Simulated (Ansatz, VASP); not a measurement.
**One calculation of HfB, two programs**

INCAR

```
SYSTEM = HfB
ALGO = Normal ; EDIFF = 1E-6
ENCUT = 500 ; GGA = RE
GGA_COMPAT = .False. ; ISIF = 2
ISMEAR = 0 ; LASPH = .True.
LCHARG = .True. ; LELF = .True.
LREAL = .False. ; LVHAR = .True.
LWAVE = .False. ; NBANDS = 14
NELM = 120 ; PREC = Accurate
SIGMA = 0.05
```

KPOINTS

```
k-points
0
Gamma
  8 8 8
  0 0 0
```

POSCAR

```
HfB
1.0
    0.0000000000      2.3989328589      2.3989328589
    2.3989328589      0.0000000000      2.3989328589
    2.3989328589      2.3989328589      0.0000000000
Hf B
1 1
Direct
    0.5000000000      0.5000000000      0.5000000000
    0.0000000000      0.0000000000      0.0000000000
```

Input for Ansatz:

```yaml
crystal:
  lattice:
    - [0.0, 2.3989328589, 2.3989328589]
    - [2.3989328589, 0.0, 2.3989328589]
    - [2.3989328589, 2.3989328589, 0.0]
  atoms:
    - { symbol: Hf, position: [0.5, 0.5, 0.5] }
    - { symbol: B, position: [0.0, 0.0, 0.0] }
basis:
  ecutwfc: 420
  ecutrho_ratio: 4
kpoints:
  mp_grid: { grid: [8, 8, 8] }
hamiltonian:
  xc: revpbe
scf:
  occupations: { method: gaussian, width: 0.05 }
output:
  forces: true
  stress: true
  eigenvalues: true
```

Alike in both runs: task single point; functional revPBE; k mesh 8 × 8 × 8; occupations gaussian, width 0.05 eV; no spin polarisation.

|  | VASP | Ansatz |
| --- | --- | --- |
| version | VASP 6.6.1 | Ansatz 0.2.0 |
| potentials or method | VASP PAW PBE potentials, release 64 (Hf_pv, B), cutoff 500 eV | scalar-relativistic, plane waves, PAW |
| valence electrons in the cell | 13 | 29 |

|  | VASP | Ansatz | Ansatz less VASP |
| --- | --- | --- | --- |
| gap on the k mesh at the Fermi level (eV) | none | none | - |
| pressure (GPa) | 6.6 | 6.5 | -0.15 |

VASP's potentials were made for PBE, not for revPBE. A gap of «none» marks a metal or a gap that the smearing closes. VASP's potentials hold 13 valence electrons a cell and Ansatz's 29, so a difference there can come from the potentials and not from the codes.

Spin-orbit coupling is off throughout.
